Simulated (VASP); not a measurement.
# Pt (Fm-3m) in VASP: notebook

The runs below take Pt through single point, with PBEsol.

Everything below comes from runs of VASP 6.6.1. Logs are shortened: lines on timing, memory, paths and dates and some standing lists are left out, and cuts for length are marked.

## 1. The cell of the first run

It takes space group Fm-3m (No. 225, cubic). Conventional cell: a = 3.922 Å, b = 3.922 Å, c = 3.922 Å, α = 90.00°, β = 90.00°, γ = 90.00°. Within 3.7 Å of Pt (site symmetry m-3m) lie 12 Pt at 2.77 Å.

## 2. Single point, PBEsol

Contents of INCAR:

```
PREC = Accurate
ENCUT = 520
EDIFF = 1E-6
ISMEAR = -1
SIGMA = 0.05
LREAL = False
LASPH = True
NELM = 60
ALGO = Normal
ISIF = 2
LWAVE = False
LCHARG = False
GGA = PS
NBANDS = 11
```

Contents of KPOINTS:

```
regular mesh
0
Gamma
  15 15 15
```

Contents of POSCAR:

```
Pt
1.0
    0.0000000000      1.9609000000      1.9609000000
    1.9609000000      0.0000000000      1.9609000000
    1.9609000000      1.9609000000      0.0000000000
Pt
1
Direct
    0.0000000000      0.0000000000      0.0000000000
```

Potentials or basis: VASP PAW PBE potentials, release 64 (Pt).

Launch:

```
cat potpaw_PBE.64/Pt/POTCAR > POTCAR
mpirun -np 1 vasp_std > vasp.out
```

OUTCAR:

```text
PREC = Accurate
   ENCUT = 520
   EDIFF = 1E-6
   ISMEAR = -1
   LREAL = False
   LASPH = True
   NELM = 60
   ISIF = 2
   GGA = PS

 ion  position               nearest neighbor table
   1  0.000  0.000  0.000-

  LATTYP: Found a face centered cubic cell.
 ALAT       =     3.9218000000

  Lattice vectors:

 A1 = (   0.0000000000,   1.9609000000,   1.9609000000)
 A2 = (   1.9609000000,   0.0000000000,   1.9609000000)
 A3 = (   1.9609000000,   1.9609000000,   0.0000000000)

Analysis of symmetry for initial positions (statically):
=====================================================================
 Subroutine PRICEL returns:
 Original cell was already a primitive cell.

 Routine SETGRP: Setting up the symmetry group for a
 face centered cubic supercell.

 Subroutine GETGRP returns: Found 48 space group operations
 (whereof 48 operations were pure point group operations)
 out of a pool of 48 trial point group operations.

The static configuration has the point symmetry O_h .

Analysis of symmetry for dynamics (positions and initial velocities):
=====================================================================
 Subroutine PRICEL returns:
 Original cell was already a primitive cell.

 Routine SETGRP: Setting up the symmetry group for a
 face centered cubic supercell.

 Subroutine GETGRP returns: Found 48 space group operations
 (whereof 48 operations were pure point group operations)
 out of a pool of 48 trial point group operations.

The dynamic configuration has the point symmetry O_h .

 Subroutine INISYM returns: Found 48 space group operations
 (whereof 48 operations are pure point group operations),
 and found     1 'primitive' translations

----------------------------------------------------------------------------------------

                                     Primitive cell

  volume of cell :      15.0798

  direct lattice vectors                    reciprocal lattice vectors
     0.000000000  1.960900000  1.960900000    -0.254984956  0.254984956  0.254984956
     1.960900000  0.000000000  1.960900000     0.254984956 -0.254984956  0.254984956
     1.960900000  1.960900000  0.000000000     0.254984956  0.254984956 -0.254984956

  length of vectors
     2.773131374  2.773131374  2.773131374     0.441646899  0.441646899  0.441646899

  position of ions in fractional coordinates (direct lattice)
     0.000000000  0.000000000  0.000000000

  ion indices of the primitive-cell ions
   primitive index   ion index
                 1           1

----------------------------------------------------------------------------------------

 KPOINTS: regular mesh

Automatic generation of k-mesh.
 Grid dimensions read from file:
 generate k-points for:   15   15   15

 Generating k-lattice:

  Cartesian coordinates                     Fractional coordinates (reciprocal lattice)
    -0.016998997  0.016998997  0.016998997     0.066666667  0.000000000  0.000000000
     0.016998997 -0.016998997  0.016998997     0.000000000  0.066666667  0.000000000
     0.016998997  0.016998997 -0.016998997     0.000000000  0.000000000  0.066666667

  Length of vectors
     0.029443127  0.029443127  0.029443127

  Shift w.r.t. Gamma in fractional coordinates (k-lattice)
     0.000000000  0.000000000  0.000000000

 Subroutine IBZKPT returns following result:
 ===========================================

 Found    120 irreducible k-points:

 Following reciprocal coordinates:
            Coordinates               Weight
  0.000000  0.000000  0.000000      1.000000
  0.066667  0.000000  0.000000      8.000000
  0.133333  0.000000  0.000000      8.000000
  0.200000  0.000000  0.000000      8.000000
  0.266667  0.000000  0.000000      8.000000
  0.333333  0.000000  0.000000      8.000000
[... 16 lines left out ...]
  0.133333  0.133333  0.000000      6.000000
  0.200000  0.133333  0.000000     24.000000
 [... further k-points ...]
   k-points           NKPTS =    120   k-points in BZ     NKDIM =    120   number of bands    NBANDS=     11
   number of dos      NEDOS =    301   number of ions     NIONS =      1
   total plane-waves  NPLWV =  13824
   dimension x,y,z NGX =    24 NGY =   24 NGZ =   24
   dimension x,y,z NGXF=    48 NGYF=   48 NGZF=   48
   ions per type =               1
   NGX,Y,Z   is equivalent  to a cutoff of  14.39, 14.39, 14.39 a.u.
   NGXF,Y,Z  is equivalent  to a cutoff of  28.78, 28.78, 28.78 a.u.
 SYSTEM =  unknown system
   PREC   = accura    normal or accurate (medium, high low for compatibility)
   ISTART =      0    job   : 0-new  1-cont  2-samecut
   ICHARG =      2    charge: 1-file 2-atom 10-const
   ISPIN  =      1    spin polarized calculation?
   LNONCOLLINEAR =      F non collinear calculations
   LSORBIT =      F    spin-orbit coupling
   LASPH  =      T    aspherical Exc in radial PAW
   ENCUT  =  520.0 eV  38.22 Ry    6.18 a.u.   5.16  5.16  5.16*2*pi/ulx,y,z
   NELM   =     60;   NELMIN=  2; NELMDL= -5     # of ELM steps
   EDIFF  = 0.1E-05   stopping-criterion for ELM
   LREAL  =      F    real-space projection
   EDIFFG = 0.1E-04   stopping-criterion for IOM
   NSW    =      0    number of steps for IOM
   IBRION =     -1    ionic relax: 0-MD 1-quasi-New 2-CG
   NFREE  =      0    steps in history (QN), initial steepest desc. (CG)
   ISIF   =      2    stress and relaxation
   ISYM   =      2    0-nonsym 1-usesym 2-fastsym
   POTIM  = 0.5000    time-step for ionic-motion
   TEBEG  =    0.0;   TEEND  =   0.0 temperature during run
   PSTRESS=    0.0 pullay stress
   NELECT =      10.0000    total number of electrons
   NUPDOWN=      -1.0000    fix difference up-down
   EMIN   =  10.00;   EMAX   =-10.00  energy-range for DOS
   EFERMI =   0.00;   METHOD = LEGACY
   ISMEAR =    -1;   SIGMA  =   0.05  broadening in eV -4-tet -1-fermi 0-gaus
   EFERMI_NEDOS =   21; number of points for ismear=-14 and -15
   IALGO  =     38    algorithm
   IMIX   =      4    mixing-type and parameters
     AMIX     =   0.40;   BMIX     =  1.00
     AMIX_MAG =   1.60;   BMIX_MAG =  1.00
  volume/ion in A,a.u.               =      15.08       101.76
  Fermi-wavevector in a.u.,A,eV,Ry     =   1.427609  2.697791 27.729605  2.038068
  Thomas-Fermi vector in A             =   2.547760
   LORBIT       =      0    0 simple, 1 ext, 2 COOP (PROOUT), +10 PAW based schemes
   GGA     = PS    functional components
   LHFCALC =     F    Hartree Fock is set to
   AEXX    =    0.0000 exact exchange contribution
   IVDW    =     0    specifies the selected vdW correction
   LEPSILON=     F    determine dielectric tensor
   LRPA    =     F    only Hartree local field effects (RPA)
 non-spin polarized calculation
  energy-cutoff  :      520.00
  volume of cell :       15.08
 maximum number of plane-waves:       419
 NGX is ok and might be reduce to    24
   NGX = 11   NGY = 11   NGZ = 11

 number of electron      10.0000000 magnetization

 Free energy of the ion-electron system (eV)
  ---------------------------------------------------
  ext. energy  EPLUGINS =         0.00000000
  ---------------------------------------------------
  free energy    TOTEN  =        -6.96953215 eV

  energy without entropy =       -6.95555442  energy(sigma->0) =       -6.96254328

 E-fermi :  11.1153     XC(G=0): -13.6280

 val. band max:       11.1033901216   @ k =   0.4667   0.0000   0.0000
 cond. band min:      11.1291519866   @ k =  -0.4667   0.2000   0.0000
 fundamental gap:      0.0257618651
 Fermi energy:        11.1153403696

 k-point     1 :       0.0000    0.0000    0.0000
  band No.  band energies     occupation
      1       0.8007      2.00000
      2       7.2951      2.00000
      3       7.2951      2.00000
      4       7.2951      2.00000
      5       9.4744      2.00000
      6       9.4744      2.00000
      7      25.7213      0.00000
      8      30.6790      0.00000
      9      30.6790      0.00000
     10      30.6790      0.00000
     11      35.9766      0.00000

 k-point     2 :       0.0667    0.0000    0.0000
  band No.  band energies     occupation
      1       0.9795      2.00000
      2       7.2148      2.00000
      3       7.3661      2.00000
      4       7.3661      2.00000
      5       9.4345      2.00000
      6       9.4345      2.00000
      7      25.9999      0.00000
      8      29.7549      0.00000
      9      30.9543      0.00000
     10      30.9543      0.00000
     11      36.9802      0.00000

 k-point     3 :       0.1333    0.0000    0.0000
  band No.  band energies     occupation
      1       1.4921      2.00000
      2       7.0240      2.00000
      3       7.5386      2.00000
      4       7.5387      2.00000
      5       9.3664      2.00000
      6       9.3664      2.00000
      7      26.7188      0.00000
      8      27.9664      0.00000
      9      31.7425      0.00000
     10      31.7425      0.00000
     11      37.0671      0.00000

 k-point     4 :       0.2000    0.0000    0.0000
  band No.  band energies     occupation
      1       2.2487      2.00000
      2       6.8699      2.00000
      3       7.6787      2.00000
      4       7.6787      2.00000
      5       9.4249      2.00000
      6       9.4249      2.00000
      7      25.9699      0.00000
      8      27.4390      0.00000
      9      32.9097      0.00000
     10      32.9097      0.00000
     11      35.0814      0.00000
[... 239 lines left out ...]
 k-point    22 :      -0.0667    0.0667    0.0000
  band No.  band energies     occupation
      1       1.2709      2.00000
      2       7.0680      2.00000
      3       7.4658      2.00000
      4       7.5122      2.00000
      5       9.2557      2.00000
      6       9.5083      2.00000
      7      26.4347      0.00000
      8      28.9117      0.00000
      9      30.7488      0.00000
     10      31.7012      0.00000
     11      37.6676      0.00000

 k-point    23 :       0.1333    0.1333    0.0000
  band No.  band energies     occupation
      1       1.7282      2.00000
      2       6.7136      2.00000
      3       7.7854      2.00000
      4       7.7854      2.00000
      5       8.8338      2.00000
      6       9.7202      2.00000
      7      27.1565      0.00000
      8      29.1217      0.00000
      9      30.6037      0.00000
     10      30.6037      0.00000
     11      38.6069      0.00000

 k-point    24 :       0.2000    0.1333    0.0000
  band No.  band energies     occupation
      1       2.3094      2.00000
      2       6.4582      2.00000
      3       7.9541      2.00000
      4       8.0264      2.00000
      5       8.7003      2.00000
      6       9.8552      2.00000
      7      27.7716      0.00000
      8      27.9953      0.00000
      9      30.4756      0.00000
     10      31.1044      0.00000
     11      36.2325      0.00000

 [... further k-points ...]

------------------------ aborting loop because EDIFF is reached ----------------------------------------

  FORCE on cell =-STRESS in cart. coord.  units (eV):
  Direction    XX          YY          ZZ          XY          YZ          ZX
  --------------------------------------------------------------------------------------
  -------------------------------------------------------------------------------------
  Total       -0.1072046     -0.1072046     -0.1072046      0.0000000      0.0000000     -0.0000000
  in kB      -11.3901033    -11.3901033    -11.3901033      0.0000000      0.0000000     -0.0000000
  external PRESSURE =     -11.3901033 kB  Pullay stress =       0.0000000 kB

 VOLUME and BASIS-vectors are now :
 -----------------------------------------------------------------------------
  energy-cutoff  :      520.00
  volume of cell :       15.08
      direct lattice vectors                 reciprocal lattice vectors
     0.000000000  1.960900000  1.960900000    -0.254984956  0.254984956  0.254984956
     1.960900000  0.000000000  1.960900000     0.254984956 -0.254984956  0.254984956
     1.960900000  1.960900000  0.000000000     0.254984956  0.254984956 -0.254984956

 POSITION                                       TOTAL-FORCE (eV/Angst)
 -----------------------------------------------------------------------------------
      0.00000      0.00000      0.00000         0.000000      0.000000      0.000000
 -----------------------------------------------------------------------------------
    total drift:                               -0.000000      0.000000     -0.000000

  FREE ENERGIE OF THE ION-ELECTRON SYSTEM (eV)
  ---------------------------------------------------
  free  energy   TOTEN  =        -6.9695321502 eV

  energy  without entropy=       -6.9555544178  energy(sigma->0) =       -6.96254328
```

It took 28 s on 1 thread of Intel Xeon 8259CL, shared host; peak memory 0.15 GiB.

Results:

```
Free energy            : -6.9695 eV
Pressure               : -1.1 GPa
Band gap on the k mesh : zero (band 5 reaches 11.55 eV, above the bottom of band 6 at 9.37 eV)
```

Levels at points of the mesh, in eV from the Fermi level:
| k point | band 3 | band 4 | band 5 | band 6 | band 7 | band 8 |
| --- | --- | --- | --- | --- | --- | --- |
| (0.00, 0.00, 0.00) | -3.82 | -3.82 | -1.64 | -1.64 | 14.61 | 19.56 |

Caveat: the PAW data sets were made with another functional, which shifts forces and pressure a little; spin-orbit coupling is left out, which moves the levels of the heavy elements.

## 3. Single point, PBEsol

Contents of INCAR:

```
SYSTEM = Pt
ALGO = Normal
EDIFF = 1E-6
ENCUT = 520
GGA = PS
ISIF = 2
ISMEAR = -1
LASPH = .True.
LCHARG = .False.
LREAL = .False.
LWAVE = .False.
NBANDS = 11
NELM = 60
PREC = Accurate
SIGMA = 0.05
```

Contents of KPOINTS:

```
k-points
0
Gamma
  15 15 15
  0 0 0
```

POSCAR is that of step 2.

Potentials or basis: VASP PAW PBE potentials, release 64 (Pt).

Launch:

```
cat potpaw_PBE.64/Pt/POTCAR > POTCAR
mpirun -np 1 vasp_std > vasp.out
```

OUTCAR:

```text
SYSTEM = Pt
   EDIFF = 1E-6
   ENCUT = 520
   GGA = PS
   ISIF = 2
   ISMEAR = -1
   LASPH = .True.
   LREAL = .False.
   NELM = 60
   PREC = Accurate

 ion  position               nearest neighbor table
   1  0.000  0.000  0.000-

  LATTYP: Found a face centered cubic cell.
 ALAT       =     3.9218000000

  Lattice vectors:

 A1 = (   0.0000000000,   1.9609000000,   1.9609000000)
 A2 = (   1.9609000000,   0.0000000000,   1.9609000000)
[... 515 lines left out ...]
     11      36.2325      0.00000

 [... further k-points ...]

------------------------ aborting loop because EDIFF is reached ----------------------------------------

  FORCE on cell =-STRESS in cart. coord.  units (eV):
  Direction    XX          YY          ZZ          XY          YZ          ZX
  --------------------------------------------------------------------------------------
  -------------------------------------------------------------------------------------
  Total       -0.1072046     -0.1072046     -0.1072046      0.0000000      0.0000000     -0.0000000
  in kB      -11.3901033    -11.3901033    -11.3901033      0.0000000      0.0000000     -0.0000000
  external PRESSURE =     -11.3901033 kB  Pullay stress =       0.0000000 kB

 VOLUME and BASIS-vectors are now :
 -----------------------------------------------------------------------------
  energy-cutoff  :      520.00
  volume of cell :       15.08
      direct lattice vectors                 reciprocal lattice vectors
     0.000000000  1.960900000  1.960900000    -0.254984956  0.254984956  0.254984956
     1.960900000  0.000000000  1.960900000     0.254984956 -0.254984956  0.254984956
     1.960900000  1.960900000  0.000000000     0.254984956  0.254984956 -0.254984956

 POSITION                                       TOTAL-FORCE (eV/Angst)
 -----------------------------------------------------------------------------------
      0.00000      0.00000      0.00000         0.000000      0.000000      0.000000
 -----------------------------------------------------------------------------------
    total drift:                               -0.000000      0.000000     -0.000000

  FREE ENERGIE OF THE ION-ELECTRON SYSTEM (eV)
  ---------------------------------------------------
  free  energy   TOTEN  =        -6.9695321502 eV

  energy  without entropy=       -6.9555544178  energy(sigma->0) =       -6.96254328
```

OSZICAR:

```text
N       E                     dE             d eps       ncg     rms          rms(c)
DAV:   1     0.387074001146E+02    0.38707E+02   -0.52581E+03  2680   0.835E+02
DAV:   2    -0.681504189746E+01   -0.45522E+02   -0.43550E+02  3038   0.176E+02
DAV:   3    -0.741984429419E+01   -0.60480E+00   -0.59957E+00  3080   0.194E+01
DAV:   4    -0.742202088954E+01   -0.21766E-02   -0.21764E-02  3030   0.137E+00
DAV:   5    -0.742203782111E+01   -0.16932E-04   -0.16931E-04  3096   0.112E-01    0.133E+01
DAV:   6    -0.701762829476E+01    0.40441E+00   -0.93237E-01  2865   0.764E+00    0.680E+00
DAV:   7    -0.697381643351E+01    0.43812E-01   -0.15453E-01  3057   0.300E+00    0.259E+00
DAV:   8    -0.696978250679E+01    0.40339E-02   -0.62255E-03  2889   0.721E-01    0.630E-01
DAV:   9    -0.696952799472E+01    0.25451E-03   -0.18521E-04  2916   0.125E-01    0.302E-02
DAV:  10    -0.696953202074E+01   -0.40260E-05   -0.35955E-06  3253   0.132E-02    0.474E-03
DAV:  11    -0.696953215018E+01   -0.12943E-06   -0.48064E-08  1647   0.206E-03
   1 F= -.69695322E+01 E0= -.69625433E+01  d E =-.139777E-01
```

stdout:

```text
POSCAR found type information on POSCAR Pt
 POSCAR found :  1 types and       1 ions
 scaLAPACK will be used
 -----------------------------------------------------------------------------
|                                                                             |
|                                                                             |
|     You enforced a specific xc type in the INCAR file but a different       |
|     I HOPE YOU KNOW WHAT YOU ARE DOING!                                     |
|                                                                             |
 -----------------------------------------------------------------------------

 LDA part: xc-table for (Slater+PW92), standard interpolation
 POSCAR, INCAR and KPOINTS ok, starting setup
 FFT: planning ... GRIDC
 FFT: planning ... GRID_SOFT
 FFT: planning ... GRID
 WAVECAR not read
 entering main loop
```

Run time: 30 s. Hardware: 1 thread of Intel Xeon 8259CL, shared host; peak memory 0.15 GiB.

Results:

| Property | Result |
| --- | --- |
| Free energy | -6.9695 eV |
| Pressure | -1.1 GPa |
| Band gap on the k mesh | zero (band 5 reaches 11.55 eV, above the bottom of band 6 at 9.37 eV) |

Caveat: the PAW data sets were made with another functional, which shifts forces and pressure a little; spin-orbit coupling is left out, which moves the levels of the heavy elements.
